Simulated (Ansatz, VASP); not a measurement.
## Two plane-wave programs on PbSe

```xyz
2
Lattice="0.0000 3.1153 3.1153 3.1153 0.0000 3.1153 3.1153 3.1153 0.0000" Properties=species:S:1:pos:R:3 pbc="T T T"
Pb    0.0000    0.0000    0.0000
Se    3.1153    3.1153    3.1153
```

Alike in both runs: task single point; functional HSE06; k mesh 4 × 4 × 4; occupations fermi-dirac, width 0.05 eV; no spin polarisation.

```csv
,VASP,Ansatz
version,VASP 6.6.1,Ansatz 0.2.0 development build
potentials or method,"VASP PAW PBE potentials, release 64 (Pb_d, Se)","plane waves, PAW datasets (generated soft set 1)"
plane-wave cutoff (eV),520,420
valence electrons in the cell,20,30
```

|  | VASP | Ansatz | Ansatz less VASP |
| --- | --- | --- | --- |
| gap on the k mesh at the Fermi level (eV) | 0.90 | 0.89 | -0.005 |

The functional is the same, so the differences come from potentials, cutoffs and numerics. VASP's potentials hold 20 valence electrons a cell and Ansatz's 30, so a difference there can come from the potentials and not from the codes. Ansatz's warnings: stress exchange threshold loose, stress scf threshold loose.

The k mesh is coarse, so the values compare programs but aren't converged. Neither program's run includes spin-orbit coupling.
